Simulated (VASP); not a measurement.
# C (Fmmm) in VASP: notebook

The runs below take C through relaxation of shape and atoms at fixed volume, with PBE+D3(BJ).

All numbers are computed with VASP 6.6.1; they aren't measurements. Logs are shortened: lines on timing, memory, paths and dates and some standing lists are left out, and cuts for length are marked.

**1. The cell of the first run**

The structure is orthorhombic, space group Fmmm (No. 69). The conventional cell has a = 2.430 Å, b = 4.203 Å, c = 6.152 Å, α = 90.00°, β = 90.00°, γ = 90.00°. C (site symmetry m2m) has 3 C at 1.40 Å within 1.9 Å.

**2. Relaxation of shape and atoms at fixed volume, PBE+D3(BJ) (7.85 Å³/atom)**

Input file INCAR:

```
SYSTEM = C
PREC = Accurate
ENCUT = 600
EDIFF = 1E-6
ISMEAR = 0
SIGMA = 0.02
LREAL = .False.
LASPH = .True.
NELM = 60
ALGO = Normal
ISIF = 4
LWAVE = .False.
LCHARG = .False.
GGA = PE
IVDW = 12
IBRION = 2
NSW = 50
EDIFFG = -0.01
```

Input file KPOINTS:

```
Automatic mesh
0
Gamma
  18 18 18
  0 0 0
```

Input file POSCAR:

```
C
1.0
    0.0000000000      2.1016629918      3.0759224426
    1.2149094745      0.0000000000      3.0759224426
    1.2149094745      2.1016629918      0.0000000000
C
2
Direct
    0.1667072562      0.8332927438      0.1667072562
    0.8332927438      0.1667072562      0.8332927438
```

Potentials or basis: VASP PAW PBE potentials, release 64 (C).

On the command line:

```bash
$ cat potpaw_PBE.64/C/POTCAR > POTCAR
$ mpirun -np 1 vasp_std > vasp.out
```

OUTCAR:

```text
SYSTEM = C
   PREC = Accurate
   ENCUT = 600
   EDIFF = 1E-6
   ISMEAR = 0
   LREAL = .False.
   LASPH = .True.
   NELM = 60
   ISIF = 4
   GGA = PE
   IVDW = 12
   IBRION = 2
   NSW = 50
   EDIFFG = -0.01
 IVDW          = 12

 ion  position               nearest neighbor table
   1  0.167  0.833  0.167-   2 1.40   2 1.40   2 1.40
   2  0.833  0.167  0.833-   1 1.40   1 1.40   1 1.40

  LATTYP: Found a face centered orthorhombic cell.
 ALAT       =     2.4298189490
 B/A-ratio  =     1.7298926677
 C/A-ratio  =     2.5318120462

  Lattice vectors:

 A1 = (   0.0000000000,   2.1016629918,   3.0759224426)
 A2 = (   1.2149094745,   0.0000000000,   3.0759224426)
 A3 = (   1.2149094745,   2.1016629918,   0.0000000000)

Analysis of symmetry for initial positions (statically):
=====================================================================
 Subroutine PRICEL returns:
 Original cell was already a primitive cell.

 Routine SETGRP: Setting up the symmetry group for a
 face centered orthorhombic supercell.

 Subroutine GETGRP returns: Found  8 space group operations
 (whereof  8 operations were pure point group operations)
 out of a pool of  8 trial point group operations.

The static configuration has the point symmetry D_2h.

Analysis of symmetry for dynamics (positions and initial velocities):
=====================================================================
 Subroutine PRICEL returns:
 Original cell was already a primitive cell.

 Routine SETGRP: Setting up the symmetry group for a
 face centered orthorhombic supercell.

 Subroutine GETGRP returns: Found  8 space group operations
 (whereof  8 operations were pure point group operations)
 out of a pool of  8 trial point group operations.

The dynamic configuration has the point symmetry D_2h.

 Subroutine INISYM returns: Found  8 space group operations
 (whereof  8 operations are pure point group operations),
 and found     1 'primitive' translations

----------------------------------------------------------------------------------------

                                     Primitive cell

  volume of cell :      15.7077

  direct lattice vectors                    reciprocal lattice vectors
     0.000000000  2.101662992  3.075922443    -0.411553297  0.237906839  0.162552863
     1.214909474  0.000000000  3.075922443     0.411553297 -0.237906839  0.162552863
     1.214909474  2.101662992  0.000000000     0.411553297  0.237906839 -0.162552863

  length of vectors
     3.725357191  3.307159492  2.427548632     0.502393485  0.502393485  0.502393485

  position of ions in fractional coordinates (direct lattice)
     0.166707256  0.833292744  0.166707256
     0.833292744  0.166707256  0.833292744

  ion indices of the primitive-cell ions
   primitive index   ion index
                 1           1
                 2           2

----------------------------------------------------------------------------------------

 KPOINTS: Automatic mesh

Automatic generation of k-mesh.
 Grid dimensions read from file:
 generate k-points for:   18   18   18

 Generating k-lattice:

  Cartesian coordinates                     Fractional coordinates (reciprocal lattice)
    -0.022864072  0.013217047  0.009030715     0.055555556  0.000000000  0.000000000
     0.022864072 -0.013217047  0.009030715     0.000000000  0.055555556  0.000000000
     0.022864072  0.013217047 -0.009030715     0.000000000  0.000000000  0.055555556

  Length of vectors
     0.027910749  0.027910749  0.027910749

  Shift w.r.t. Gamma in fractional coordinates (k-lattice)
     0.000000000  0.000000000  0.000000000

 Subroutine IBZKPT returns following result:
 ===========================================

 Found    865 irreducible k-points:

 Following reciprocal coordinates:
            Coordinates               Weight
  0.000000  0.000000  0.000000      1.000000
  0.055556  0.000000  0.000000      8.000000
  0.111111  0.000000  0.000000      8.000000
  0.166667  0.000000  0.000000      8.000000
  0.222222  0.000000 -0.000000      8.000000
  0.277778  0.000000  0.000000      8.000000
[... 16 lines left out ...]
 -0.277778  0.055556 -0.000000      8.000000
 -0.222222  0.055556  0.000000      8.000000
 [... further k-points ...]
   k-points           NKPTS =    865   k-points in BZ     NKDIM =    865   number of bands    NBANDS=      8
   number of dos      NEDOS =    301   number of ions     NIONS =      2
   total plane-waves  NPLWV =  16800
   dimension x,y,z NGX =    30 NGY =   28 NGZ =   20
   dimension x,y,z NGXF=    60 NGYF=   56 NGZF=   40
   ions per type =               2
   NGX,Y,Z   is equivalent  to a cutoff of  13.39, 14.08, 13.70 a.u.
   NGXF,Y,Z  is equivalent  to a cutoff of  26.78, 28.15, 27.39 a.u.
 SYSTEM =  C
   PREC   = accura    normal or accurate (medium, high low for compatibility)
   ISTART =      0    job   : 0-new  1-cont  2-samecut
   ICHARG =      2    charge: 1-file 2-atom 10-const
   ISPIN  =      1    spin polarized calculation?
   LNONCOLLINEAR =      F non collinear calculations
   LSORBIT =      F    spin-orbit coupling
   LASPH  =      T    aspherical Exc in radial PAW
   ENCUT  =  600.0 eV  44.10 Ry    6.64 a.u.   7.44  6.61  4.85*2*pi/ulx,y,z
   NELM   =     60;   NELMIN=  2; NELMDL= -5     # of ELM steps
   EDIFF  = 0.1E-05   stopping-criterion for ELM
   LREAL  =      F    real-space projection
   EDIFFG = -.1E-01   stopping-criterion for IOM
   NSW    =     50    number of steps for IOM
   IBRION =      2    ionic relax: 0-MD 1-quasi-New 2-CG
   NFREE  =      1    steps in history (QN), initial steepest desc. (CG)
   ISIF   =      4    stress and relaxation
   ISYM   =      2    0-nonsym 1-usesym 2-fastsym
   POTIM  = 0.5000    time-step for ionic-motion
   TEBEG  =    0.0;   TEEND  =   0.0 temperature during run
   PSTRESS=    0.0 pullay stress
   NELECT =       8.0000    total number of electrons
   NUPDOWN=      -1.0000    fix difference up-down
   EMIN   =  10.00;   EMAX   =-10.00  energy-range for DOS
   EFERMI =   0.00;   METHOD = LEGACY
   ISMEAR =     0;   SIGMA  =   0.02  broadening in eV -4-tet -1-fermi 0-gaus
   EFERMI_NEDOS =   21; number of points for ismear=-14 and -15
   IALGO  =     38    algorithm
   IMIX   =      4    mixing-type and parameters
     AMIX     =   0.40;   BMIX     =  1.00
     AMIX_MAG =   1.60;   BMIX_MAG =  1.00
  volume/ion in A,a.u.               =       7.85        53.00
  Fermi-wavevector in a.u.,A,eV,Ry     =   1.307377  2.470584 23.255534  1.709234
  Thomas-Fermi vector in A             =   2.438115
   LORBIT       =      0    0 simple, 1 ext, 2 COOP (PROOUT), +10 PAW based schemes
   GGA     = PE    functional components
   LHFCALC =     F    Hartree Fock is set to
   AEXX    =    0.0000 exact exchange contribution
   IVDW    =    12    specifies the selected vdW correction
   LEPSILON=     F    determine dielectric tensor
   LRPA    =     F    only Hartree local field effects (RPA)
 conjugate gradient relaxation of ions
 non-spin polarized calculation
 Gauss-broadening in eV      SIGMA  =   0.02
  energy-cutoff  :      600.00
  volume of cell :       15.71
 maximum number of plane-waves:       540
 NGX is ok and might be reduce to    30
   NGX = 15   NGY = 13   NGZ =  9

--------------------------------------- Ionic step        1  -------------------------------------------

 number of electron       8.0000000 magnetization

 Free energy of the ion-electron system (eV)
  ---------------------------------------------------
  ext. energy  EPLUGINS =         0.00000000
  ---------------------------------------------------
  free energy    TOTEN  =       -18.33084843 eV

  energy without entropy =      -18.33082918  energy(sigma->0) =      -18.33083880

------------------------ aborting loop because EDIFF is reached ----------------------------------------

 Edisp (eV)   -0.34430

 E8    (eV) :    -0.0986

  FORCE on cell =-STRESS in cart. coord.  units (eV):
  Direction    XX          YY          ZZ          XY          YZ          ZX
  --------------------------------------------------------------------------------------
  -------------------------------------------------------------------------------------
  Total       2.26473     2.25392     0.57474     0.00000     0.00000     0.00000
  in kB     231.00104   229.89921    58.62300     0.00000     0.00000     0.00000
  external pressure =      173.17 kB  Pullay stress =        0.00 kB
[... 61 lines left out ...]
  energy  without entropy=      -18.6882821682  energy(sigma->0) =      -18.68829140

--------------------------------------- Ionic step        3  -------------------------------------------

 number of electron       8.0000000 magnetization

 Free energy of the ion-electron system (eV)
  ---------------------------------------------------
  ext. energy  EPLUGINS =         0.00000000
  ---------------------------------------------------
  free energy    TOTEN  =       -18.33819444 eV

  energy without entropy =      -18.33817428  energy(sigma->0) =      -18.33818436

 E-fermi :   5.9222     XC(G=0): -11.0858

 val. band max:        5.8240491386   @ k =  -0.2222   0.1111   0.3333
 cond. band min:       5.9253844217   @ k =   0.4444  -0.1667   0.3333
 fundamental gap:      0.1013352832
 Fermi energy:         5.9221853215

 k-point     1 :       0.0000    0.0000    0.0000
  band No.  band energies     occupation
      1     -14.1742      2.00000
      2      -0.1366      2.00000
      3       2.7815      2.00000
      4       2.8402      2.00000
      5      11.1262      0.00000
      6      14.2102      0.00000
      7      14.3521      0.00000
      8      17.2704      0.00000
[... 243 lines left out ...]
 k-point    24 :      -0.2222    0.0556    0.0000
  band No.  band energies     occupation
      1     -12.2834      2.00000
      2      -2.2706      2.00000
      3       0.4808      2.00000
      4       1.5797      2.00000
      5      11.7398      0.00000
      6      13.4970      0.00000
      7      14.1905      0.00000
      8      20.3651      0.00000

 [... further k-points ...]

------------------------ aborting loop because EDIFF is reached ----------------------------------------

 Edisp (eV)   -0.35300

 E8    (eV) :    -0.1013

  FORCE on cell =-STRESS in cart. coord.  units (eV):
  Direction    XX          YY          ZZ          XY          YZ          ZX
  --------------------------------------------------------------------------------------
  -------------------------------------------------------------------------------------
  Total       0.78300     0.76097     0.76933     0.00000     0.00000     0.00000
  in kB      79.86585    77.61819    78.47129     0.00000     0.00000     0.00000
  external pressure =       78.65 kB  Pullay stress =        0.00 kB
[... 17 lines left out ...]
  FREE ENERGIE OF THE ION-ELECTRON SYSTEM (eV)
  ---------------------------------------------------
  free  energy   TOTEN  =       -18.6911921523 eV

  energy  without entropy=      -18.6911719846  energy(sigma->0) =      -18.69118207

 reached required accuracy - stopping structural energy minimisation
```

It took 3.7 min on 1 thread of Intel Xeon Platinum 8259CL at 2.50GHz (Skylake/Cascade Lake), shared host; peak memory 0.25 GiB.

Results:

- Free energy: -18.6912 eV
- Energy gained by relaxing: 8.0 meV/atom
- Ionic steps: 3
- Pressure after relaxing: 7.9 GPa
- Largest force after relaxing: 0.006 eV/Å
- Band gap on the k mesh: zero (bands 4 and 5 overlap by 0.10 eV)
- Dispersion energy per atom: -0.176 eV

Forces in eV/Å, atoms in the order of the input:
```
C    0.000  0.006  0.000
C    0.000 -0.006  0.000
```

The path:
| step | energy change (eV) | largest force (eV/Å) | pressure (GPa) | volume (Å³) |
| --- | --- | --- | --- | --- |
| 1 | 0.0000 | 0.0026 | 17.32 | 15.71 |
| 2 | -0.0132 | 0.0067 | 4.04 | 15.71 |
| 3 | -0.0160 | 0.0064 | 7.87 | 15.71 |

Final structure:
```yaml
crystal:
  lattice:
    - [0.00000, 2.12167, 3.01764]
    - [1.22670, 0.00000, 3.01764]
    - [1.22670, 2.12167, 0.00000]
  atoms:
    - { symbol: C, position: [0.16669, 0.83331, 0.16669] }
    - { symbol: C, position: [0.83331, 0.16669, 0.83331] }
```

**3. Relaxation of shape and atoms at fixed volume, PBE+D3(BJ) (8.12 Å³/atom)**

This run uses another cell than the first one, of 8.12 Å³/atom.

Input file INCAR:

```
SYSTEM = C
ALGO = Normal
EDIFF = 1E-6
EDIFFG = -0.01
ENCUT = 600
GGA = PE
IBRION = 2
ISIF = 4
ISMEAR = 0
IVDW = 12
LASPH = .True.
LCHARG = .False.
LREAL = .False.
LWAVE = .False.
NELM = 100
NSW = 50
PREC = Accurate
SIGMA = 0.02
```

Input file KPOINTS:

```
k-points
0
Gamma
  18 18 18
  0 0 0
```

Input file POSCAR:

```
C
1.0
    0.0000000000      2.1061110496      3.1685444443
    1.2170264777      0.0000000000      3.1685444443
    1.2170264777      2.1061110496      0.0000000000
C
2
Direct
    0.1667057081      0.8332942919      0.1667057081
    0.8332942919      0.1667057081      0.8332942919
```

Potentials or basis: VASP PAW PBE potentials, release 64 (C).

On the command line:

```bash
$ cat potpaw_PBE.64/C/POTCAR > POTCAR
$ mpirun -np 1 vasp_std > vasp.out
```

OUTCAR:

```text
SYSTEM = C
   EDIFF = 1E-6
   EDIFFG = -0.01
   ENCUT = 600
   GGA = PE
   IBRION = 2
   ISIF = 4
   ISMEAR = 0
   IVDW = 12
   LASPH = .True.
   LREAL = .False.
   NELM = 100
   NSW = 50
   PREC = Accurate
 IVDW          = 12

 ion  position               nearest neighbor table
   1  0.167  0.833  0.167-   2 1.40   2 1.40   2 1.40
   2  0.833  0.167  0.833-   1 1.40   1 1.40   1 1.40

  LATTYP: Found a face centered orthorhombic cell.
 ALAT       =     2.4340529554
 B/A-ratio  =     1.7305383968
 C/A-ratio  =     2.6035131547

  Lattice vectors:

 A1 = (   0.0000000000,   2.1061110496,   3.1685444443)
 A2 = (   1.2170264777,   0.0000000000,   3.1685444443)
 A3 = (   1.2170264777,   2.1061110496,   0.0000000000)

Analysis of symmetry for initial positions (statically):
=====================================================================
 Subroutine PRICEL returns:
 Original cell was already a primitive cell.

 Routine SETGRP: Setting up the symmetry group for a
 face centered orthorhombic supercell.

 Subroutine GETGRP returns: Found  8 space group operations
 (whereof  8 operations were pure point group operations)
 out of a pool of  8 trial point group operations.

The static configuration has the point symmetry D_2h.

[... 148 lines left out ...]
 maximum number of plane-waves:       561
   NGX = 15   NGY = 13   NGZ =  9

--------------------------------------- Ionic step        1  -------------------------------------------

 number of electron       8.0000000 magnetization

 Free energy of the ion-electron system (eV)
  ---------------------------------------------------
  ext. energy  EPLUGINS =         0.00000000
  ---------------------------------------------------
  free energy    TOTEN  =       -18.36439425 eV

  energy without entropy =      -18.36439419  energy(sigma->0) =      -18.36439422

------------------------ aborting loop because EDIFF is reached ----------------------------------------

 Edisp (eV)   -0.33363

 E8    (eV) :    -0.0952
[... 191 lines left out ...]
--------------------------------------- Ionic step        6  -------------------------------------------

 number of electron       8.0000000 magnetization

 Free energy of the ion-electron system (eV)
  ---------------------------------------------------
  ext. energy  EPLUGINS =         0.00000000
  ---------------------------------------------------
  free energy    TOTEN  =       -18.37165293 eV

  energy without entropy =      -18.37163210  energy(sigma->0) =      -18.37164251

 E-fermi :   5.5030     XC(G=0): -10.8702

 val. band max:        5.4985665242   @ k =   0.4444  -0.1667   0.3333
 cond. band min:       5.5914568425   @ k =  -0.1667   0.1667   0.3333
 fundamental gap:      0.0928903183
 Fermi energy:         5.5029635611

 k-point     1 :       0.0000    0.0000    0.0000
  band No.  band energies     occupation
      1     -14.3928      2.00000
      2      -0.6582      2.00000
      3       2.4486      2.00000
      4       2.4939      2.00000
      5      10.4591      0.00000
      6      13.8474      0.00000
      7      13.9572      0.00000
      8      16.9003      0.00000
[... 243 lines left out ...]
 k-point    24 :      -0.2222    0.0556   -0.0000
  band No.  band energies     occupation
      1     -12.5199      2.00000
      2      -2.6110      2.00000
      3       0.1588      2.00000
      4       1.1045      2.00000
      5      11.4637      0.00000
      6      12.9230      0.00000
      7      13.6957      0.00000
      8      19.9552      0.00000

 [... further k-points ...]

------------------------ aborting loop because EDIFF is reached ----------------------------------------

 Edisp (eV)   -0.34193

 E8    (eV) :    -0.0978
[... 25 lines left out ...]
  FREE ENERGIE OF THE ION-ELECTRON SYSTEM (eV)
  ---------------------------------------------------
  free  energy   TOTEN  =       -18.7135828436 eV

  energy  without entropy=      -18.7135620086  energy(sigma->0) =      -18.71357243

 reached required accuracy - stopping structural energy minimisation
```

CONTCAR:

```text
C
   1.00000000000000
     0.0000000000000000    2.1263444204891111    3.1074993962290725
     1.2291260746415258    0.0000000000000000    3.1074993962290725
     1.2291260746415258    2.1263444204891111    0.0000000000000000
  C
     2
Direct
     0.1666791825449040    0.8333208174550962    0.1666791825449040
     0.8333208174550962    0.1666791825449040    0.8333208174550962

  0.00000000E+00  0.00000000E+00  0.00000000E+00
  0.00000000E+00  0.00000000E+00  0.00000000E+00
```

It took 5.6 min on 1 thread of Intel Xeon Platinum 8259CL at 2.50GHz (Skylake/Cascade Lake), shared host; peak memory 0.25 GiB.

What came out:

```yaml
Free_energy: -18.7136 eV
Energy_gained_by_relaxing: 7.8 meV/atom
Ionic_steps: 6
Pressure_after_relaxing: 4.7 GPa
Largest_force_after_relaxing: 0.009 eV/Å
Band_gap_on_the_k_mesh: zero (filled and empty bands overlap)
Dispersion_energy_per_atom: -0.171 eV
```

Forces on the atoms (eV/Å):
```
C    0.000  0.009  0.000
C    0.000 -0.009  0.000
```

The path:
| step | energy change (eV) | largest force (eV/Å) | pressure (GPa) | volume (Å³) |
| --- | --- | --- | --- | --- |
| 1 | 0.0000 | 0.0018 | 14.02 | 16.24 |
| 2 | -0.0134 | 0.0185 | 1.57 | 16.24 |
| 3 | -0.0156 | 0.0127 | 4.83 | 16.24 |
| 4 | -0.0156 | 0.0132 | 4.66 | 16.24 |
| 5 | -0.0155 | 0.0640 | 4.88 | 16.24 |
| 6 | -0.0156 | 0.0088 | 4.73 | 16.24 |

Final structure:
```
CELL_PARAMETERS angstrom
0.00000 2.12634 3.10750
1.22913 0.00000 3.10750
1.22913 2.12634 0.00000
ATOMIC_POSITIONS crystal
C 0.16668 0.83332 0.16668
C 0.83332 0.16668 0.83332
```

The gap in the log of VASP goes by the Fermi energy; the results here count the filled bands.